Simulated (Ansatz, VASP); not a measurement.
# Two plane-wave programs on Zr2O

```xyz
6
Lattice="4.8003 0.0000 0.0000 0.0000 4.8003 0.0000 0.0000 0.0000 4.8003" Properties=species:S:1:pos:R:3 pbc="T T T"
Zr    1.0587    1.3415    3.6002
Zr    3.7416    1.3415    1.2001
Zr    1.0587    3.4588    1.2001
Zr    3.7416    3.4588    3.6002
O     0.0000    0.0000    0.0000
O     2.4001    2.4001    2.4001
```

Change from the starting cell: mode 1 (-33.3 1/cm) frozen in, largest displacement -0.200 Å.

Alike in both runs: task single point; functional PBEsol; k mesh 10 × 10 × 10; occupations gaussian, width 0.15 eV; no spin polarisation.

```csv
,VASP,Ansatz
version,VASP 6.6.1,Ansatz 0.2.0
potentials or method,"VASP PAW PBE potentials, release 64 (Zr_sv, O), cutoff 520 eV","scalar-relativistic, plane waves, PAW"
valence electrons in the cell,60,60
```

Ansatz gave:

```
gap on the k mesh at the Fermi level (eV)                     : none
pressure (GPa)                                                : 1.8
traceless stress, the component that is largest in VASP (GPa) : 0.48
rms of the force components (eV/Å)                            : 0.222
```

Problem. What did VASP give for the same quantities?

Solution. gap on the k mesh at the Fermi level (eV): none; pressure (GPa): 2.0; traceless stress, the component that is largest in VASP (GPa): 0.48; rms of the force components (eV/Å): 0.224.

VASP's potentials were made for PBE, not for PBEsol. Atom by atom the forces differ by 0.001 eV/Å (rms over components). A gap of «none» marks a metal or a gap that the smearing closes. The functional is the same, so the differences come from potentials, cutoffs and numerics.
